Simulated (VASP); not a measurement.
Set up this calculation in VASP 6.6.1, as the native input.

| Property | Result |
| --- | --- |
| Task | single point |
| Functional | LDA |
| Potentials or basis | VASP PAW LDA potentials, release 64 (Rb_sv) |
| Cutoff | 520 eV |
| k mesh | 6 × 6 × 6 |
| Occupations | gaussian, width 0.05 eV |
| Spin | no spin polarisation |
| Dipole correction | no |
| Further INCAR settings | ALGO = Normal; EDIFF = 1e-06; NBANDS = 10 |

The structure of Rb lies in POSCAR:

```
Rb
1.0
   -2.6977844113      2.6977844113      2.6977844113
    2.6977844113     -2.6977844113      2.6977844113
    2.6977844113      2.6977844113     -2.6977844113
Rb
1
Direct
    0.0000000000      0.0000000000      0.0000000000
```

These files were run (other wordings do the same):

INCAR

```
SYSTEM = Rb
PREC     = Accurate       ! precision mode
ENCUT    = 520            ! plane-wave cutoff, eV
EDIFF    = 1E-6           ! SCF threshold, eV
ISMEAR   = 0              ! smearing method
SIGMA    = 0.05           ! smearing width, eV
LREAL    = .FALSE.        ! projectors in reciprocal space
LASPH    = .TRUE.         ! aspherical terms in the spheres
NELM     = 60             ! most SCF steps
ALGO     = Normal         ! electronic algorithm
ISIF     = 2              ! what is computed and relaxed
LWAVE    = .FALSE.        ! write WAVECAR
LCHARG   = .FALSE.        ! write CHGCAR
NBANDS   = 10             ! bands
```

KPOINTS

```
Automatic mesh
0
G
  6 6 6
  0 0 0
```

Potentials or basis: VASP PAW LDA potentials, release 64 (Rb_sv).

Launch:

```bash
$ cat potpaw_LDA.64/Rb_sv/POTCAR > POTCAR
$ mpirun -np 1 vasp_std > vasp.out
```

Results of the run:

```json
{
 "Pressure": "0.0 GPa"
}
```

Wall time 4.3 s on 1 thread of Intel(R) Xeon(R) 6975P-C (Granite Rapids) (shared host), peak memory 0.16 GiB.
